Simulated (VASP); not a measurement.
# Ag (Pm-3n) in VASP: a series of runs

Runs on Ag. Level: PBE. Tasks: relaxation of cell and atoms, single point.

Everything below comes from runs of VASP 6.6.1. Logs are shortened: lines on timing, memory, paths and dates and some standing lists are left out, and cuts for length are marked.

**1. The cell of the first run**

The structure is cubic, space group Pm-3n (No. 223). The conventional cell has a = 5.289 Å, b = 5.289 Å, c = 5.289 Å, α = 90.00°, β = 90.00°, γ = 90.00°. Ag (site symmetry m-3) has 12 Ag at 2.96 Å within 3.9 Å. Ag (site symmetry -4m2) has 14 Ag at 2.64 to 3.24 Å within 3.5 Å.

**2. Relaxation of cell and atoms, PBE**

File INCAR:

```
ALGO = Fast
EDIFF = 1E-7
EDIFFG = -0.01
ENCUT = 600
GGA = PE
IBRION = 2
ISIF = 3
ISMEAR = 0
LASPH = T
LCHARG = F
LREAL = F
LWAVE = F
NELM = 100
NSW = 100
PREC = Accurate
SIGMA = 0.1
```

File KPOINTS:

```
k-points
0
Gamma
  8 8 8
```

File POSCAR:

```
Ag
1.0
    5.2892060409      0.0000000000      0.0000000000
    0.0000000000      5.2892060409      0.0000000000
    0.0000000000      0.0000000000      5.2892060409
Ag
8
Direct
    0.5000000000      0.5000000000      0.5000000000
    0.0000000000      0.0000000000      0.0000000000
    0.2500000000      0.0000000000      0.5000000000
    0.5000000000      0.2500000000      0.0000000000
    0.5000000000      0.7500000000      0.0000000000
    0.7500000000      0.0000000000      0.5000000000
    0.0000000000      0.5000000000      0.7500000000
    0.0000000000      0.5000000000      0.2500000000
```

Potentials or basis: VASP PAW PBE potentials, release 64 (Ag).

Command:

```bash
cat potpaw_PBE.64/Ag/POTCAR > POTCAR
mpirun -np 1 vasp_std > vasp.out
```

OUTCAR:

```text
EDIFF = 1E-7
   EDIFFG = -0.01
   ENCUT = 600
   GGA = PE
   IBRION = 2
   ISIF = 3
   ISMEAR = 0
   LASPH = T
   LREAL = F
   NELM = 100
   NSW = 100
   PREC = Accurate

 ion  position               nearest neighbor table
   1  0.500  0.500  0.500-   3 2.96   4 2.96   5 2.96   6 2.96   7 2.96   8 2.96   4 2.96   5 2.96
                             3 2.96   6 2.96   7 2.96   8 2.96
   2  0.000  0.000  0.000-   3 2.96   4 2.96   5 2.96   6 2.96   7 2.96   8 2.96   3 2.96   6 2.96
                             7 2.96   8 2.96   4 2.96   5 2.96
   3  0.250  0.000  0.500-   6 2.64   6 2.64   1 2.96   2 2.96   1 2.96   2 2.96   8 3.24   5 3.24
                             4 3.24   5 3.24   4 3.24   7 3.24   8 3.24   7 3.24
   4  0.500  0.250  0.000-   5 2.64   5 2.64   1 2.96   1 2.96   2 2.96   2 2.96   8 3.24   3 3.24
                             3 3.24   6 3.24   6 3.24   7 3.24   7 3.24   8 3.24
   5  0.500  0.750  0.000-   4 2.64   4 2.64   1 2.96   1 2.96   2 2.96   2 2.96   8 3.24   3 3.24
                             3 3.24   6 3.24   6 3.24   7 3.24   7 3.24   8 3.24
   6  0.750  0.000  0.500-   3 2.64   3 2.64   1 2.96   2 2.96   1 2.96   2 2.96   8 3.24   4 3.24
                             4 3.24   5 3.24   5 3.24   7 3.24   8 3.24   7 3.24
   7  0.000  0.500  0.750-   8 2.64   8 2.64   1 2.96   2 2.96   2 2.96   1 2.96   3 3.24   4 3.24
                             5 3.24   3 3.24   6 3.24   6 3.24   4 3.24   5 3.24
   8  0.000  0.500  0.250-   7 2.64   7 2.64   1 2.96   2 2.96   2 2.96   1 2.96   3 3.24   4 3.24
                             5 3.24   3 3.24   6 3.24   6 3.24   4 3.24   5 3.24

  LATTYP: Found a simple cubic cell.
 ALAT       =     5.2892060409

  Lattice vectors:

 A1 = (   5.2892060409,   0.0000000000,   0.0000000000)
 A2 = (   0.0000000000,   5.2892060409,   0.0000000000)
 A3 = (   0.0000000000,   0.0000000000,   5.2892060409)

Analysis of symmetry for initial positions (statically):
=====================================================================
 Subroutine PRICEL returns:
 Original cell was already a primitive cell.

 Routine SETGRP: Setting up the symmetry group for a
 simple cubic supercell.

 Subroutine GETGRP returns: Found 48 space group operations
 (whereof 24 operations were pure point group operations)
 out of a pool of 48 trial point group operations.

The static configuration has the point symmetry T_h .
 The point group associated with its full space group is O_h .

Analysis of symmetry for dynamics (positions and initial velocities):
=====================================================================
 Subroutine PRICEL returns:
 Original cell was already a primitive cell.

 Routine SETGRP: Setting up the symmetry group for a
 simple cubic supercell.

 Subroutine GETGRP returns: Found 48 space group operations
 (whereof 24 operations were pure point group operations)
 out of a pool of 48 trial point group operations.

The dynamic configuration has the point symmetry T_h .
 The point group associated with its full space group is O_h .

 Subroutine INISYM returns: Found 48 space group operations
 (whereof 24 operations are pure point group operations),
 and found     1 'primitive' translations

----------------------------------------------------------------------------------------

                                     Primitive cell

  volume of cell :     147.9692

  direct lattice vectors                    reciprocal lattice vectors
     5.289206041  0.000000000  0.000000000     0.189064293  0.000000000  0.000000000
     0.000000000  5.289206041  0.000000000     0.000000000  0.189064293  0.000000000
     0.000000000  0.000000000  5.289206041     0.000000000  0.000000000  0.189064293

  length of vectors
     5.289206041  5.289206041  5.289206041     0.189064293  0.189064293  0.189064293

  position of ions in fractional coordinates (direct lattice)
     0.500000000  0.500000000  0.500000000
     0.000000000  0.000000000  0.000000000
     0.250000000  0.000000000  0.500000000
     0.500000000  0.250000000  0.000000000
     0.500000000  0.750000000  0.000000000
     0.750000000  0.000000000  0.500000000
     0.000000000  0.500000000  0.750000000
     0.000000000  0.500000000  0.250000000

  ion indices of the primitive-cell ions
   primitive index   ion index
                 1           1
                 2           2
                 3           3
                 4           4
                 5           5
                 6           6
                 7           7
                 8           8

----------------------------------------------------------------------------------------

 KPOINTS: k-points

Automatic generation of k-mesh.
 Grid dimensions read from file:
 generate k-points for:    8    8    8

 Generating k-lattice:

  Cartesian coordinates                     Fractional coordinates (reciprocal lattice)
     0.023633037  0.000000000  0.000000000     0.125000000  0.000000000  0.000000000
     0.000000000  0.023633037  0.000000000     0.000000000  0.125000000  0.000000000
     0.000000000  0.000000000  0.023633037     0.000000000  0.000000000  0.125000000

  Length of vectors
     0.023633037  0.023633037  0.023633037

  Shift w.r.t. Gamma in fractional coordinates (k-lattice)
     0.000000000  0.000000000  0.000000000

 Subroutine IBZKPT returns following result:
 ===========================================

 Found     35 irreducible k-points:

 Following reciprocal coordinates:
            Coordinates               Weight
  0.000000  0.000000  0.000000      1.000000
  0.125000  0.000000  0.000000      6.000000
  0.250000  0.000000  0.000000      6.000000
  0.375000  0.000000  0.000000      6.000000
  0.500000  0.000000  0.000000      3.000000
  0.125000  0.125000  0.000000     12.000000
[... 16 lines left out ...]
  0.375000  0.375000  0.125000     24.000000
  0.500000  0.375000  0.125000     24.000000
 [... further k-points ...]
   k-points           NKPTS =     35   k-points in BZ     NKDIM =     35   number of bands    NBANDS=     52
   number of dos      NEDOS =    301   number of ions     NIONS =      8
   total plane-waves  NPLWV =  74088
   dimension x,y,z NGX =    42 NGY =   42 NGZ =   42
   dimension x,y,z NGXF=    84 NGYF=   84 NGZF=   84
   ions per type =               8
   NGX,Y,Z   is equivalent  to a cutoff of  13.20, 13.20, 13.20 a.u.
   NGXF,Y,Z  is equivalent  to a cutoff of  26.40, 26.40, 26.40 a.u.
 SYSTEM =  unknown system
   PREC   = accura    normal or accurate (medium, high low for compatibility)
   ISTART =      0    job   : 0-new  1-cont  2-samecut
   ICHARG =      2    charge: 1-file 2-atom 10-const
   ISPIN  =      1    spin polarized calculation?
   LNONCOLLINEAR =      F non collinear calculations
   LSORBIT =      F    spin-orbit coupling
   LASPH  =      T    aspherical Exc in radial PAW
   ENCUT  =  600.0 eV  44.10 Ry    6.64 a.u.  10.56 10.56 10.56*2*pi/ulx,y,z
   NELM   =    100;   NELMIN=  2; NELMDL= -5     # of ELM steps
   EDIFF  = 0.1E-06   stopping-criterion for ELM
   LREAL  =      F    real-space projection
   EDIFFG = -.1E-01   stopping-criterion for IOM
   NSW    =    100    number of steps for IOM
   IBRION =      2    ionic relax: 0-MD 1-quasi-New 2-CG
   NFREE  =      1    steps in history (QN), initial steepest desc. (CG)
   ISIF   =      3    stress and relaxation
   ISYM   =      2    0-nonsym 1-usesym 2-fastsym
   POTIM  = 0.5000    time-step for ionic-motion
   TEBEG  =    0.0;   TEEND  =   0.0 temperature during run
   PSTRESS=    0.0 pullay stress
   NELECT =      88.0000    total number of electrons
   NUPDOWN=      -1.0000    fix difference up-down
   EMIN   =  10.00;   EMAX   =-10.00  energy-range for DOS
   EFERMI =   0.00;   METHOD = LEGACY
   ISMEAR =     0;   SIGMA  =   0.10  broadening in eV -4-tet -1-fermi 0-gaus
   EFERMI_NEDOS =   21; number of points for ismear=-14 and -15
   IALGO  =     68    algorithm
   IMIX   =      4    mixing-type and parameters
     AMIX     =   0.40;   BMIX     =  1.00
     AMIX_MAG =   1.60;   BMIX_MAG =  1.00
  volume/ion in A,a.u.               =      18.50       124.82
  Fermi-wavevector in a.u.,A,eV,Ry     =   1.376719  2.601621 25.787865  1.895355
  Thomas-Fermi vector in A             =   2.501938
   LORBIT       =      0    0 simple, 1 ext, 2 COOP (PROOUT), +10 PAW based schemes
   GGA     = PE    functional components
   LHFCALC =     F    Hartree Fock is set to
   AEXX    =    0.0000 exact exchange contribution
   IVDW    =     0    specifies the selected vdW correction
   LEPSILON=     F    determine dielectric tensor
   LRPA    =     F    only Hartree local field effects (RPA)
 conjugate gradient relaxation of ions
 non-spin polarized calculation
 RMM-DIIS sequential band-by-band and
 Gauss-broadening in eV      SIGMA  =   0.10
  energy-cutoff  :      600.00
  volume of cell :      147.97
 maximum number of plane-waves:      4972
   NGX = 21   NGY = 21   NGZ = 21

--------------------------------------- Ionic step        1  -------------------------------------------

 number of electron      87.9999972 magnetization

 Free energy of the ion-electron system (eV)
  ---------------------------------------------------
  ext. energy  EPLUGINS =         0.00000000
  ---------------------------------------------------
  free energy    TOTEN  =       -21.01753927 eV

  energy without entropy =      -21.00217044  energy(sigma->0) =      -21.00985485

------------------------ aborting loop because EDIFF is reached ----------------------------------------

  FORCE on cell =-STRESS in cart. coord.  units (eV):
  Direction    XX          YY          ZZ          XY          YZ          ZX
  --------------------------------------------------------------------------------------
  -------------------------------------------------------------------------------------
  Total       -0.3974194     -0.3974194     -0.3974194      0.0000000     -0.0000000     -0.0000000
  in kB       -4.3031666     -4.3031666     -4.3031666      0.0000000     -0.0000000     -0.0000000
  external PRESSURE =      -4.3031666 kB  Pullay stress =       0.0000000 kB
[... 69 lines left out ...]
  energy  without entropy=      -21.0029306150  energy(sigma->0) =      -21.01061783

--------------------------------------- Ionic step        3  -------------------------------------------

 number of electron      87.9999982 magnetization

 Free energy of the ion-electron system (eV)
  ---------------------------------------------------
  ext. energy  EPLUGINS =         0.00000000
  ---------------------------------------------------
  free energy    TOTEN  =       -21.01849485 eV

  energy without entropy =      -21.00312183  energy(sigma->0) =      -21.01080834

 E-fermi :   7.5023     XC(G=0): -11.7465

 val. band max:        7.4967313761   @ k =   0.3750   0.2500   0.1250
 cond. band min:       7.5372200704   @ k =   0.1250   0.0000   0.0000
 fundamental gap:      0.0404886943
 Fermi energy:         7.5023129926

 k-point     1 :       0.0000    0.0000    0.0000
  band No.  band energies     occupation
      1       0.1623      2.00000
      2       1.2300      2.00000
      3       1.2300      2.00000
      4       1.7324      2.00000
      5       1.8939      2.00000
      6       1.8939      2.00000
[... 1309 lines left out ...]
     51      13.4043      0.00000
     52      13.8626      0.00000

 [... further k-points ...]
[... 5 lines left out ...]
  --------------------------------------------------------------------------------------
  -------------------------------------------------------------------------------------
  Total        0.0033372      0.0033372      0.0033372      0.0000000     -0.0000000     -0.0000000
  in kB        0.0363126      0.0363126      0.0363126      0.0000000     -0.0000000     -0.0000000
  external PRESSURE =       0.0363126 kB  Pullay stress =       0.0000000 kB
[... 23 lines left out ...]
  FREE ENERGIE OF THE ION-ELECTRON SYSTEM (eV)
  ---------------------------------------------------
  free  energy   TOTEN  =       -21.0184948520 eV

  energy  without entropy=      -21.0031218280  energy(sigma->0) =      -21.01080834

 reached required accuracy - stopping structural energy minimisation
```

It took 6.8 min on 1 thread of Intel Xeon 6975P-C (Granite Rapids), shared host; peak memory 0.41 GiB.

What came out:

```yaml
Free_energy: -21.0185 eV
Relaxed_volume: 18.41 Å³/atom
Relaxed_cell: a = 5.281 Å, b = 5.281 Å, c = 5.281 Å, α = 90.00°, β = 90.00°, γ = 90.00°
Space_group_after_relaxing_to_0.1_Å: Pm-3n (No. 223)
Energy_gained_by_relaxing: 0.1 meV/atom
Ionic_steps: 3
Pressure_after_relaxing: 0.0 GPa
Band_gap_on_the_k_mesh: zero (bands 44 and 45 overlap by 2.33 eV)
```

Step by step:
| step | energy change (eV) | largest force (eV/Å) | pressure (GPa) | volume (Å³) |
| --- | --- | --- | --- | --- |
| 1 | 0.0000 | 0.0000 | -0.43 | 147.97 |
| 2 | -0.0008 | 0.0000 | 0.18 | 146.91 |
| 3 | -0.0010 | 0.0000 | 0.00 | 147.24 |

Final structure:
```xyz
8
Lattice="5.2805 0.0000 0.0000 0.0000 5.2805 0.0000 0.0000 0.0000 5.2805" Properties=species:S:1:pos:R:3 pbc="T T T"
Ag    2.6403    2.6403    2.6403
Ag    0.0000    0.0000    0.0000
Ag    1.3201    0.0000    2.6403
Ag    2.6403    1.3201    0.0000
Ag    2.6403    3.9604    0.0000
Ag    3.9604    0.0000    2.6403
Ag    0.0000    2.6403    3.9604
Ag    0.0000    2.6403    1.3201
```

**3. Single point, PBE**

This run uses another cell than the first one, of 17.60 Å³/atom.

File INCAR:

```
SYSTEM = Ag
PREC = Accurate ; ENCUT = 520
EDIFF = 1E-6 ; ISMEAR = 0
SIGMA = 0.1 ; LREAL = .False.
LASPH = .True. ; NELM = 80
ALGO = Normal ; ISIF = 2
LWAVE = .False. ; LCHARG = .True.
GGA = PE ; LELF = .True.
LVHAR = .True. ; NBANDS = 54
```

File KPOINTS:

```
Automatic mesh
0
Gamma
  4 4 4
  0 0 0
```

POSCAR, as its differences from that of step 2:

```diff
@@ -2,5 +2,5 @@
 1.0
-    5.2892060409      0.0000000000      0.0000000000
-    0.0000000000      5.2892060409      0.0000000000
-    0.0000000000      0.0000000000      5.2892060409
+    5.2022289223      0.0000000000      0.0000000000
+    0.0000000000      5.2022289223      0.0000000000
+    0.0000000000      0.0000000000      5.2022289223
 Ag
```

Potentials or basis: VASP PAW PBE potentials, release 64 (Ag).

Command:

```bash
cat potpaw_PBE.64/Ag/POTCAR > POTCAR
mpirun -np 1 vasp_std > vasp.out
```

OUTCAR:

```text
SYSTEM = Ag
   PREC = Accurate
   ENCUT = 520
   EDIFF = 1E-6
   ISMEAR = 0
   LREAL = .False.
   LASPH = .True.
   NELM = 80
   ISIF = 2
   GGA = PE

 ion  position               nearest neighbor table
   1  0.500  0.500  0.500-   3 2.91   4 2.91   5 2.91   6 2.91   7 2.91   8 2.91   4 2.91   5 2.91
                             3 2.91   6 2.91   7 2.91   8 2.91
   2  0.000  0.000  0.000-   3 2.91   4 2.91   5 2.91   6 2.91   7 2.91   8 2.91   3 2.91   6 2.91
                             7 2.91   8 2.91   4 2.91   5 2.91
   3  0.250  0.000  0.500-   6 2.60   6 2.60   1 2.91   2 2.91   1 2.91   2 2.91   8 3.19   5 3.19
                             4 3.19   5 3.19   4 3.19   7 3.19   8 3.19   7 3.19
   4  0.500  0.250  0.000-   5 2.60   5 2.60   1 2.91   1 2.91   2 2.91   2 2.91   8 3.19   3 3.19
                             3 3.19   6 3.19   6 3.19   7 3.19   7 3.19   8 3.19
   5  0.500  0.750  0.000-   4 2.60   4 2.60   1 2.91   1 2.91   2 2.91   2 2.91   8 3.19   3 3.19
                             3 3.19   6 3.19   6 3.19   7 3.19   7 3.19   8 3.19
   6  0.750  0.000  0.500-   3 2.60   3 2.60   1 2.91   2 2.91   1 2.91   2 2.91   8 3.19   4 3.19
                             4 3.19   5 3.19   5 3.19   7 3.19   8 3.19   7 3.19
   7  0.000  0.500  0.750-   8 2.60   8 2.60   1 2.91   2 2.91   2 2.91   1 2.91   3 3.19   4 3.19
[... 199 lines left out ...]
      4       2.0827      2.00000
      5       2.2447      2.00000
      6       2.2447      2.00000
[... 559 lines left out ...]
     53      18.4359      0.00000
     54      18.4360      0.00000

------------------------ aborting loop because EDIFF is reached ----------------------------------------

  FORCE on cell =-STRESS in cart. coord.  units (eV):
  Direction    XX          YY          ZZ          XY          YZ          ZX
  --------------------------------------------------------------------------------------
  -------------------------------------------------------------------------------------
  Total        3.6958702      3.6958702      3.6958702     -0.0000000     -0.0000000      0.0000000
  in kB       42.0589974     42.0589974     42.0589974     -0.0000000     -0.0000000      0.0000000
  external PRESSURE =      42.0589974 kB  Pullay stress =       0.0000000 kB

 VOLUME and BASIS-vectors are now :
 -----------------------------------------------------------------------------
  energy-cutoff  :      520.00
  volume of cell :      140.79
      direct lattice vectors                 reciprocal lattice vectors
     5.202228922  0.000000000  0.000000000     0.192225297  0.000000000  0.000000000
     0.000000000  5.202228922  0.000000000     0.000000000  0.192225297  0.000000000
     0.000000000  0.000000000  5.202228922     0.000000000  0.000000000  0.192225297

 POSITION                                       TOTAL-FORCE (eV/Angst)
 -----------------------------------------------------------------------------------
      2.60111      2.60111      2.60111        -0.000000     -0.000000     -0.000000
      0.00000      0.00000      0.00000        -0.000000     -0.000000     -0.000000
      1.30056      0.00000      2.60111         0.000000     -0.000000      0.000000
      2.60111      1.30056      0.00000         0.000000     -0.000000     -0.000000
      2.60111      3.90167      0.00000        -0.000000      0.000000      0.000000
      3.90167      0.00000      2.60111        -0.000000     -0.000000      0.000000
      0.00000      2.60111      3.90167         0.000000      0.000000      0.000000
      0.00000      2.60111      1.30056         0.000000     -0.000000     -0.000000
 -----------------------------------------------------------------------------------
    total drift:                               -0.000000     -0.000000      0.000000

  FREE ENERGIE OF THE ION-ELECTRON SYSTEM (eV)
  ---------------------------------------------------
  free  energy   TOTEN  =       -21.1044393054 eV

  energy  without entropy=      -21.0991080024  energy(sigma->0) =      -21.10177365
```

Run time: 62 s. Hardware: 1 thread of Intel Xeon Platinum 8259CL at 2.50GHz (Skylake/Cascade Lake), shared host; peak memory 0.25 GiB.

Results:

```yaml
Free_energy: -21.1044 eV
Pressure: 4.2 GPa
Band_gap_on_the_k_mesh: zero (bands 44 and 45 overlap by 2.33 eV)
```

Caveat: the cell stands under pressure.

The gap in the log of VASP goes by the Fermi energy; the results here count the filled bands.